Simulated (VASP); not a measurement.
# Cd2HgTe3 (P3m1) in VASP: further runs

Cd2HgTe3 is run at these levels: PBE; tasks: single point, relaxation of cell and atoms.

Everything below comes from runs of VASP 6.6.1. Logs are shortened: lines on timing, memory, paths and dates and some standing lists are left out, and cuts for length are marked.

**1. The cell of the first run**

The structure is trigonal, space group P3m1 (No. 156). The conventional cell has a = 4.690 Å, b = 4.690 Å, c = 11.473 Å, α = 90.00°, β = 90.00°, γ = 120.00°. Within 3.8 Å of Cd (site symmetry 3m) lie 4 Te at 2.87 Å. Cd (site symmetry 3m) has 4 Te at 2.87 Å within 3.8 Å. Hg (site symmetry 3m) has 4 Te at 2.87 to 2.88 Å within 3.8 Å. Te (site symmetry 3m) has 1 Cd at 2.87 Å and 3 Hg at 2.87 Å within 3.8 Å. Within 3.8 Å of Te (site symmetry 3m) lie 4 Cd at 2.87 Å. Te (site symmetry 3m) has 3 Cd at 2.87 Å and 1 Hg at 2.88 Å within 3.8 Å.

**2. Single point, PBE**

INCAR

```
SYSTEM = Cd2HgTe3
PREC = Accurate
ENCUT = 520
EDIFF = 1E-6
ISMEAR = 0
SIGMA = 0.1
LREAL = .FALSE.
LASPH = .TRUE.
NELM = 60
ALGO = Normal
ISIF = 2
LWAVE = .FALSE.
LCHARG = .FALSE.
GGA = PE
NBANDS = 36
```

KPOINTS

```
regular mesh
0
G
  12 12 4
  0 0 0
```

POSCAR

```
Cd2HgTe3
1.0
    4.6899815346      0.0000000000      0.0000000000
   -2.3449907673      4.0616431523      0.0000000000
    0.0000000000      0.0000000000     11.4734978011
Cd Hg Te
2 1 3
Direct
    0.3333333333      0.6666666667      0.6661046932
    0.6666666667      0.3333333333      0.3333020090
    0.0000000000      0.0000000000      1.0000055609
    0.3333333333      0.6666666667      0.9159841232
    0.6666666667      0.3333333333      0.5835819602
    0.0000000000      0.0000000000      0.2510216534
```

Potentials or basis: VASP PAW PBE potentials, release 64 (Cd, Hg, Te).

Command:

```sh
cat potpaw_PBE.64/Cd/POTCAR potpaw_PBE.64/Hg/POTCAR potpaw_PBE.64/Te/POTCAR > POTCAR
mpirun -np 1 vasp_std > vasp.out
```

OUTCAR:

```text
SYSTEM = Cd2HgTe3
   PREC = Accurate
   ENCUT = 520
   EDIFF = 1E-6
   ISMEAR = 0
   LREAL = .FALSE.
   LASPH = .TRUE.
   NELM = 60
   ISIF = 2
   GGA = PE

 ion  position               nearest neighbor table
   1  0.333  0.667  0.666-   4 2.87   5 2.87   5 2.87   5 2.87
   2  0.667  0.333  0.333-   6 2.87   6 2.87   6 2.87   5 2.87
   3  0.000  0.000  0.000-   4 2.87   4 2.87   4 2.87   6 2.88
   4  0.333  0.667  0.916-   1 2.87   3 2.87   3 2.87   3 2.87
   5  0.667  0.333  0.584-   1 2.87   1 2.87   1 2.87   2 2.87
   6  0.000  0.000  0.251-   2 2.87   2 2.87   2 2.87   3 2.88

  LATTYP: Found a hexagonal cell.
 ALAT       =     4.6899815346
 C/A-ratio  =     2.4463844295

  Lattice vectors:

 A1 = (   4.6899815346,   0.0000000000,   0.0000000000)
 A2 = (  -2.3449907673,   4.0616431523,   0.0000000000)
 A3 = (   0.0000000000,   0.0000000000,  11.4734978011)

Analysis of symmetry for initial positions (statically):
=====================================================================
 Subroutine PRICEL returns:
 Original cell was already a primitive cell.

 Routine SETGRP: Setting up the symmetry group for a
 hexagonal supercell.

 Subroutine GETGRP returns: Found  6 space group operations
 (whereof  6 operations were pure point group operations)
 out of a pool of 24 trial point group operations.

The static configuration has the point symmetry C_3v.

Analysis of symmetry for dynamics (positions and initial velocities):
=====================================================================
 Subroutine PRICEL returns:
 Original cell was already a primitive cell.

 Routine SETGRP: Setting up the symmetry group for a
 hexagonal supercell.

 Subroutine GETGRP returns: Found  6 space group operations
 (whereof  6 operations were pure point group operations)
 out of a pool of 24 trial point group operations.

The dynamic configuration has the point symmetry C_3v.

 Subroutine INISYM returns: Found  6 space group operations
 (whereof  6 operations are pure point group operations),
 and found     1 'primitive' translations

----------------------------------------------------------------------------------------

                                     Primitive cell
[... 98 lines left out ...]
   NELM   =     60;   NELMIN=  2; NELMDL= -5     # of ELM steps
   EDIFF  = 0.1E-05   stopping-criterion for ELM
   LREAL  =      F    real-space projection
   EDIFFG = 0.1E-04   stopping-criterion for IOM
   NSW    =      0    number of steps for IOM
   IBRION =     -1    ionic relax: 0-MD 1-quasi-New 2-CG
   NFREE  =      0    steps in history (QN), initial steepest desc. (CG)
   ISIF   =      2    stress and relaxation
   ISYM   =      2    0-nonsym 1-usesym 2-fastsym
   POTIM  = 0.5000    time-step for ionic-motion
   TEBEG  =    0.0;   TEEND  =   0.0 temperature during run
   PSTRESS=    0.0 pullay stress
   NELECT =      54.0000    total number of electrons
   NUPDOWN=      -1.0000    fix difference up-down
   EMIN   =  10.00;   EMAX   =-10.00  energy-range for DOS
   EFERMI =   0.00;   METHOD = LEGACY
   ISMEAR =     0;   SIGMA  =   0.10  broadening in eV -4-tet -1-fermi 0-gaus
   EFERMI_NEDOS =   21; number of points for ismear=-14 and -15
   IALGO  =     38    algorithm
   IMIX   =      4    mixing-type and parameters
     AMIX     =   0.40;   BMIX     =  1.00
     AMIX_MAG =   1.60;   BMIX_MAG =  1.00
  volume/ion in A,a.u.               =      36.43       245.82
  Fermi-wavevector in a.u.,A,eV,Ry     =   1.027267  1.941252 14.357911  1.055277
  Thomas-Fermi vector in A             =   2.161203
   LORBIT       =      0    0 simple, 1 ext, 2 COOP (PROOUT), +10 PAW based schemes
   GGA     = PE    functional components
   LHFCALC =     F    Hartree Fock is set to
   AEXX    =    0.0000 exact exchange contribution
   IVDW    =     0    specifies the selected vdW correction
   LEPSILON=     F    determine dielectric tensor
   LRPA    =     F    only Hartree local field effects (RPA)
 non-spin polarized calculation
 Gauss-broadening in eV      SIGMA  =   0.10
  energy-cutoff  :      520.00
  volume of cell :      218.56
 maximum number of plane-waves:      5919
 NGX is ok and might be reduce to    36
   NGX = 17   NGY = 17   NGZ = 43

 number of electron      53.9999993 magnetization

 Free energy of the ion-electron system (eV)
  ---------------------------------------------------
  ext. energy  EPLUGINS =         0.00000000
  ---------------------------------------------------
  free energy    TOTEN  =       -13.26433557 eV

  energy without entropy =      -13.26382722  energy(sigma->0) =      -13.26408140

 E-fermi :   2.0505     XC(G=0):  -8.3246

 val. band max:        1.9772779074   @ k =   0.0000   0.0000   0.0000
 cond. band min:       2.6192971169   @ k =   0.0000   0.0000   0.2500
 fundamental gap:      0.6420192094
 Fermi energy:         2.0504512910

 k-point     1 :       0.0000    0.0000    0.0000
  band No.  band energies     occupation
      1      -9.1139      2.00000
      2      -8.8166      2.00000
      3      -8.7538      2.00000
      4      -6.2464      2.00000
      5      -6.2464      2.00000
      6      -6.2174      2.00000
[... 925 lines left out ...]
     35       7.2344      0.00000
     36       7.2434      0.00000

 [... further k-points ...]

------------------------ aborting loop because EDIFF is reached ----------------------------------------

  FORCE on cell =-STRESS in cart. coord.  units (eV):
  Direction    XX          YY          ZZ          XY          YZ          ZX
  --------------------------------------------------------------------------------------
  -------------------------------------------------------------------------------------
  Total        0.1089717      0.1089717      0.1118180      0.0000000      0.0000000      0.0000000
  in kB        0.7988326      0.7988326      0.8196973      0.0000000      0.0000000      0.0000000
  external PRESSURE =       0.8057875 kB  Pullay stress =       0.0000000 kB

 VOLUME and BASIS-vectors are now :
 -----------------------------------------------------------------------------
  energy-cutoff  :      520.00
  volume of cell :      218.56
      direct lattice vectors                 reciprocal lattice vectors
     4.689981535  0.000000000  0.000000000     0.213220456  0.123102887  0.000000000
    -2.344990767  4.061643152  0.000000000     0.000000000  0.246205775  0.000000000
     0.000000000  0.000000000 11.473497801     0.000000000  0.000000000  0.087157379

 POSITION                                       TOTAL-FORCE (eV/Angst)
 -----------------------------------------------------------------------------------
     -0.00000      2.70776      7.64255         0.000000      0.000000     -0.000230
      2.34499      1.35388      3.82414        -0.000000     -0.000000     -0.000477
      0.00000      0.00000      0.00006         0.000000     -0.000000      0.000096
     -0.00000      2.70776     10.50954        -0.000000      0.000000      0.003434
      2.34499      1.35388      6.69573         0.000000     -0.000000      0.000678
      0.00000      0.00000      2.88010         0.000000     -0.000000     -0.003501
 -----------------------------------------------------------------------------------
    total drift:                               -0.000001      0.000000     -0.000185

  FREE ENERGIE OF THE ION-ELECTRON SYSTEM (eV)
  ---------------------------------------------------
  free  energy   TOTEN  =       -13.2643355748 eV

  energy  without entropy=      -13.2638272237  energy(sigma->0) =      -13.26408140
```

Wall time 5.6 min (1 thread of Intel Xeon 6975P-C (Granite Rapids), shared host); peak memory 0.67 GiB.

Results:

```
Free energy            : -13.2643 eV
Pressure               : 0.1 GPa
Largest force          : 0.004 eV/Å
Band gap on the k mesh : zero (filled and empty bands touch)
```

Forces in eV/Å, atoms in the order of the input:
```
Cd   0.000  0.000  0.000
Cd   0.000  0.000  0.000
Hg   0.000  0.000  0.000
Te   0.000  0.000  0.003
Te   0.000  0.000  0.001
Te   0.000  0.000 -0.004
```

Levels at points of the mesh, in eV from the Fermi level:
| k point | band 23 | band 24 | band 25 | band 26 | band 27 | band 28 | band 29 | band 30 | band 31 | band 32 |
| --- | --- | --- | --- | --- | --- | --- | --- | --- | --- | --- |
| (0.00, 0.00, 0.00) | -0.64 | -0.64 | -0.13 | -0.09 | -0.07 | -0.07 | 1.27 | 1.59 | 4.43 | 4.43 |
| (0.50, 0.00, 0.00) | -1.86 | -1.74 | -1.58 | -1.20 | -1.07 | 1.89 | 2.44 | 2.47 | 2.63 | 4.50 |
| (0.00, 0.00, 0.50) | -0.87 | -0.43 | -0.43 | -0.19 | -0.19 | 0.81 | 1.46 | 1.50 | 4.43 | 4.52 |
| (0.50, 0.00, 0.50) | -2.09 | -1.68 | -1.61 | -0.84 | -0.83 | 1.22 | 2.49 | 2.62 | 3.48 | 3.51 |

Caveat: semilocal functionals underestimate gaps, and a narrow one can read as zero; spin-orbit coupling is left out, which moves the levels of the heavy elements.

**3. Relaxation of cell and atoms, PBE**

INCAR

```
PREC = Accurate ; ENCUT = 600
EDIFF = 1E-6 ; ISMEAR = 0
SIGMA = 0.1 ; LREAL = False
LASPH = True ; NELM = 80
ALGO = Fast ; ISIF = 3
LWAVE = False ; LCHARG = False
GGA = PE ; IBRION = 2
NSW = 100 ; EDIFFG = -0.01
```

KPOINTS

```
regular mesh
0
Gamma
  12 12 4
```

POSCAR

```
Cd2HgTe3
1.0
    4.6890984391      0.0000000000      0.0000000000
   -2.3445492196      4.0608783691      0.0000000000
    0.0000000000      0.0000000000     11.4630877222
Cd Hg Te
2 1 3
Direct
    0.3333333333      0.6666666667      0.6660030326
    0.6666666667      0.3333333333      0.3333769779
    0.0000000000      0.0000000000      0.9999899409
    0.3333333333      0.6666666667      0.9158118841
    0.6666666667      0.3333333333      0.5836834970
    0.0000000000      0.0000000000      0.2511346674
```

Potentials or basis: VASP PAW PBE potentials, release 64 (Cd, Hg, Te).

Command:

```sh
cat potpaw_PBE.64/Cd/POTCAR potpaw_PBE.64/Hg/POTCAR potpaw_PBE.64/Te/POTCAR > POTCAR
mpirun -np 1 vasp_std > vasp.out
```

It took 18 min on 1 thread of Oxide Virtual Turin-like, shared host; peak memory 0.8 GiB.

It converged, with:

| Property | Result |
| --- | --- |
| Free energy | -13.2638 eV |
| Relaxed volume | 36.52 Å³/atom |
| Relaxed cell | a = 4.694 Å, b = 4.694 Å, c = 11.481 Å, α = 90.00°, β = 90.00°, γ = 120.00° |
| Space group after relaxing (to 0.1 Å) | P3m1 (No. 156) |
| Energy gained by relaxing | 0.0 meV/atom |
| Ionic steps | 2 |
| Pressure after relaxing | 0.0 GPa |
| Largest force after relaxing | 0.009 eV/Å |
| Band gap on the k mesh | zero (filled and empty bands touch) |

Forces in eV/Å, atoms in the order of the input:
```
Cd   0.000  0.000  0.002
Cd   0.000  0.000 -0.001
Hg   0.000  0.000  0.000
Te   0.000  0.000  0.009
Te   0.000  0.000 -0.004
Te   0.000  0.000 -0.007
```

The path:
```
step  energy change (eV)  largest force (eV/Å)  pressure (GPa)  volume (Å³)
   1              0.0000                0.0165            0.11       218.28
   2             -0.0002                0.0095           -0.01       219.10
```

Final structure:
```xyz
6
Lattice="4.6943 0.0000 0.0000 -2.3471 4.0654 0.0000 0.0000 0.0000 11.4806" Properties=species:S:1:pos:R:3 pbc="T T T"
Cd    0.0000    2.7103    7.6460
Cd    2.3471    1.3551    3.8272
Hg    4.6943    0.0000   11.4804
Te    0.0000    2.7103   10.5149
Te    2.3471    1.3551    6.7010
Te    0.0000    0.0000    2.8829
```

Levels at points of the mesh, in eV from the Fermi level:
```tsv
k point	band 24	band 25	band 26	band 27	band 28	band 29	band 30	band 31
(0.00, 0.00, 0.00)	-0.64	-0.13	-0.09	-0.07	-0.07	1.27	1.58	4.44
(0.50, 0.00, 0.00)	-1.74	-1.58	-1.20	-1.07	1.89	2.44	2.47	2.64
(0.00, 0.00, 0.50)	-0.43	-0.43	-0.19	-0.19	0.81	1.46	1.49	4.42
(0.50, 0.00, 0.50)	-1.67	-1.60	-0.83	-0.83	1.22	2.49	2.61	3.49
```

Caveat: semilocal functionals underestimate gaps, and a narrow one can read as zero; spin-orbit coupling is left out, which moves the levels of the heavy elements.

The gap in the log of VASP goes by the Fermi energy; the results here count the filled bands.